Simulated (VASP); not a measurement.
# Au (Fm-3m) in VASP: a series of runs, part 2 of 2

VASP 6.6.1. The steps go on from the part before.

**3. Relaxation of cell and atoms, PBEsol**

This run uses another cell than the first one, of 16.85 Å³/atom, 0.990 times its volume.

INCAR

```
PREC     = Accurate       # precision mode
ENCUT    = 600            # plane-wave cutoff, eV
EDIFF    = 1E-6           # SCF threshold, eV
ISMEAR   = 0              # smearing method
SIGMA    = 0.1            # smearing width, eV
LREAL    = False          # projectors in reciprocal space
LASPH    = True           # aspherical terms in the spheres
NELM     = 60             # most SCF steps
ALGO     = Fast           # electronic algorithm
ISIF     = 3              # what is computed and relaxed
LWAVE    = False          # write WAVECAR
LCHARG   = False          # write CHGCAR
GGA      = PS             # functional
IBRION   = 2              # ionic algorithm
NSW      = 100            # ionic steps
EDIFFG   = -0.005         # ionic threshold
```

KPOINTS

```
regular mesh
0
Gamma
  18 18 18
```

POSCAR

```
Au
1.0
    0.0000000000      2.0350000000      2.0350000000
    2.0350000000      0.0000000000      2.0350000000
    2.0350000000      2.0350000000      0.0000000000
Au
1
Direct
    0.0000000000      0.0000000000      0.0000000000
```

Potentials or basis: VASP PAW PBE potentials, release 64 (Au).

Run with:

```console
$ cat potpaw_PBE.64/Au/POTCAR > POTCAR
$ mpirun -np 1 vasp_std > vasp.out
```

OUTCAR:

```text
PREC = Accurate
   ENCUT = 600
   EDIFF = 1E-6
   ISMEAR = 0
   LREAL = False
   LASPH = True
   NELM = 60
   ISIF = 3
   GGA = PS
   IBRION = 2
   NSW = 100
   EDIFFG = -0.005

 ion  position               nearest neighbor table
   1  0.000  0.000  0.000-

  LATTYP: Found a face centered cubic cell.
 ALAT       =     4.0700000000

  Lattice vectors:

 A1 = (   0.0000000000,   2.0350000000,   2.0350000000)
 A2 = (   2.0350000000,   0.0000000000,   2.0350000000)
 A3 = (   2.0350000000,   2.0350000000,   0.0000000000)

Analysis of symmetry for initial positions (statically):
=====================================================================
 Subroutine PRICEL returns:
 Original cell was already a primitive cell.

 Routine SETGRP: Setting up the symmetry group for a
 face centered cubic supercell.

 Subroutine GETGRP returns: Found 48 space group operations
 (whereof 48 operations were pure point group operations)
 out of a pool of 48 trial point group operations.

The static configuration has the point symmetry O_h .

Analysis of symmetry for dynamics (positions and initial velocities):
[... 259 lines left out ...]

  energy  without entropy=       -3.9235322217  energy(sigma->0) =       -3.92424485

[... ionic steps 4 to 10 ...]

--------------------------------------- Ionic step       11  -------------------------------------------

 number of electron      11.0000000 magnetization

------------------------ aborting loop because EDIFF is reached ----------------------------------------
[... 65 lines left out ...]
--------------------------------------- Ionic step       13  -------------------------------------------

 number of electron      11.0000000 magnetization

 Free energy of the ion-electron system (eV)
  ---------------------------------------------------
  ext. energy  EPLUGINS =         0.00000000
  ---------------------------------------------------
  free energy    TOTEN  =        -3.92495632 eV

  energy without entropy =       -3.92353222  energy(sigma->0) =       -3.92424427

 E-fermi :   9.2825     XC(G=0): -12.8963

 val. band max:        9.2798441724   @ k =   0.5000   0.1667   0.0556
 cond. band min:       9.2877917386   @ k =   0.5000   0.2778   0.1111
 fundamental gap:      0.0079475662
 Fermi energy:         9.2825142009

 k-point     1 :       0.0000    0.0000    0.0000
  band No.  band energies     occupation
      1      -0.6300      2.00000
      2       4.6236      2.00000
      3       4.6236      2.00000
      4       4.6236      2.00000
      5       6.1592      2.00000
      6       6.1592      2.00000
      7      23.8090      0.00000
      8      27.8154      0.00000
      9      27.8154      0.00000
[... 265 lines left out ...]
 k-point    24 :      -0.2222    0.0556    0.0000
  band No.  band energies     occupation
      1       1.1755      2.00000
      2       4.3451      2.00000
      3       4.9308      2.00000
      4       4.9701      2.00000
      5       6.0608      2.00000
      6       6.5465      2.00000
      7      20.8728      0.00000
      8      24.9004      0.00000
      9      27.8405      0.00000

 [... further k-points ...]
[... 5 lines left out ...]
  --------------------------------------------------------------------------------------
  -------------------------------------------------------------------------------------
  Total       -0.0019325     -0.0019325     -0.0019325     -0.0000000     -0.0000000      0.0000000
  in kB       -0.1820545     -0.1820545     -0.1820545     -0.0000000     -0.0000000      0.0000000
  external PRESSURE =      -0.1820545 kB  Pullay stress =       0.0000000 kB
[... 16 lines left out ...]
  FREE ENERGIE OF THE ION-ELECTRON SYSTEM (eV)
  ---------------------------------------------------
  free  energy   TOTEN  =        -3.9249563208 eV

  energy  without entropy=       -3.9235322225  energy(sigma->0) =       -3.92424427

 reached required accuracy - stopping structural energy minimisation
```

It took 69 s on 1 thread of AMD EPYC 9R45 (Zen 5), shared host; peak memory 0.15 GiB.

What came out:

```
Free energy                            : -3.9250 eV
Relaxed volume                         : 17.01 Å³/atom
Relaxed cell                           : a = 2.887 Å, b = 2.887 Å, c = 2.887 Å, α = 60.00°, β = 60.00°, γ = 60.00°
Space group after relaxing (to 0.05 Å) : Fm-3m (No. 225)
Energy gained by relaxing              : 0.7 meV/atom
Ionic steps                            : 13
Pressure after relaxing                : 0.0 GPa
```

The path:
```csv
step,energy change (eV),largest force (eV/Å),pressure (GPa),volume (Å³)
1,0.0000,0.0000,1.69,16.85
2,0.0018,0.0000,-2.74,17.29
3,-0.0007,0.0000,-0.11,17.00
4,-0.0007,0.0000,0.09,16.99
5,-0.0007,0.0000,0.07,17.00
6,-0.0007,0.0000,0.09,17.00
7,-0.0007,0.0000,0.05,17.00
8,-0.0007,0.0000,0.06,17.00
9,-0.0007,0.0000,0.06,17.00
10,-0.0007,0.0000,0.05,17.00
11,-0.0007,0.0000,0.06,17.00
12,-0.0007,0.0000,0.06,17.00
13,-0.0007,0.0000,-0.02,17.01
```

Final structure:
```xyz
1
Lattice="0.0000 2.0411 2.0411 2.0411 0.0000 2.0411 2.0411 2.0411 0.0000" Properties=species:S:1:pos:R:3 pbc="T T T"
Au    0.0000    0.0000    0.0000
```

Caveat: the PAW data sets were made with another functional, which shifts forces and pressure a little; spin-orbit coupling is left out, which moves the levels of the heavy elements. Zero-point motion and thermal expansion aren't in these numbers.
